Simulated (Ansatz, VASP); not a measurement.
Pd in VASP and in Ansatz

File INCAR:

```
ALGO = Normal
EDIFF = 1E-7
ENCUT = 520
GGA = PE
ISIF = 2
ISMEAR = -1
ISPIN = 2
LASPH = T
LCHARG = F
LMAXMIX = 4
LORBIT = 11
LREAL = F
LWAVE = F
MAGMOM = 0.35 0.35 0.354 0.354
NBANDS = 32
NELM = 150
PREC = Accurate
SIGMA = 0.05
```

File KPOINTS:

```
k-points
0
Gamma
  15 15 4
```

POSCAR

```
Pd
1.0
    2.7788353415      0.0000000000      0.0000000000
   -1.3894176707      2.4065419986      0.0000000000
    0.0000000000      0.0000000000      9.1902525438
Pd
4
Direct
    0.0000000000      1.0000000000      0.0000000000
    1.0000000000      1.0000000000      0.5000000000
    0.3333333333      0.6666666667      0.2500000000
    0.6666666667      0.3333333333      0.7500000000
```

Input for Ansatz:

```yaml
crystal:
  lattice:
    - [2.7788353415, 0.0, 0.0]
    - [-1.3894176707, 2.4065419986, 0.0]
    - [0.0, 0.0, 9.1902525438]
  atoms:
    - { symbol: Pd, position: [0.0, 1.0, 0.0], spin: 0.35 }
    - { symbol: Pd, position: [1.0, 1.0, 0.5], spin: 0.35 }
    - { symbol: Pd, position: [0.3333333333, 0.6666666667, 0.25], spin: 0.354 }
    - { symbol: Pd, position: [0.6666666667, 0.3333333333, 0.75], spin: 0.354 }
hamiltonian:
  xc: pbe
  pseudopotentials:
    kind: paw
    azcp:
      Pd: "pseudopotentials/Pd.paw.azcp"
basis:
  ecutwfc: 420
  fft_grid_basis: typed
kpoints:
  mp_grid: { grid: [15, 15, 4], shift: [0, 0, 0] }
magnetization:
  spin_polarized: true
scf:
  occupations: { method: fermi_dirac, width: 0.05 }
  lower_state_search: "off"
output:
  stress: true
```

Alike in both runs: task single point; functional PBE; k mesh 15 × 15 × 4; occupations fermi-dirac, width 0.05 eV; collinear spin.

|  | VASP | Ansatz |
| --- | --- | --- |
| version | VASP 6.6.1 | Ansatz 0.2.0 |
| potentials or method | VASP PAW PBE potentials, release 64 (Pd), cutoff 520 eV | plane waves (420 eV) with PAW, scalar-relativistic |
| valence electrons in the cell | 40 | 72 |

```csv
,VASP,Ansatz,Ansatz less VASP
pressure (GPa),-0.2,0.1,+0.28
"traceless stress, the component that is largest in VASP (GPa)",-0.39,-0.37,+0.024
net moment per atom (μB),0.24,0.23,-0.006
size of the moment on the site where the two differ most (μB),0.24,0.24,0.000
```

Site moments also hang on the region over which each program counts them. VASP's potentials hold 40 valence electrons a cell and Ansatz's 72, so a difference there can come from the potentials and not from the codes.
